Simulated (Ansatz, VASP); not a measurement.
**One calculation of Si2Cl, two programs**

```
Si Cl
1.0
     3.40768    0.00000    0.00000
    -1.70384    2.95114    0.00000
     0.00000    0.00000    5.56474
Si Cl
2 1
Direct
  0.33333 0.66667 0.00000
  0.66667 0.33333 0.50000
  0.33333 0.66667 0.37500
```

Change from the starting cell: ordered vacancies on the anion sites of wurtzite (P3m1, No. 156).

Alike in both runs: task single point; functional PBE; k mesh 6 × 6 × 4; occupations gaussian, width 0.1 eV; no spin polarisation.

|  | VASP | Ansatz |
| --- | --- | --- |
| version | VASP 6.6.1 | Ansatz 0.2.0 |
| potentials or method | VASP PAW PBE potentials, release 64 (Si, Cl), cutoff 500 eV | scalar-relativistic, plane waves, PAW |
| valence electrons in the cell | 15 | 15 |

Ansatz gave:

```
gap on the k mesh at the Fermi level (eV)                     : none
pressure (GPa)                                                : 26.5
traceless stress, the component that is largest in VASP (GPa) : -1.18
rms of the force components (eV/Å)                            : 1.849
```

**Question.** Estimate VASP's values.

**Answer.** gap on the k mesh at the Fermi level (eV): none; pressure (GPa): 26.8; traceless stress, the component that is largest in VASP (GPa): -1.25; rms of the force components (eV/Å): 1.870.

Atom by atom the forces differ by 0.023 eV/Å (rms over components). A gap of «none» marks a metal or a gap that the smearing closes. With one functional, cell and mesh, what is left measures potentials, basis and numerics.
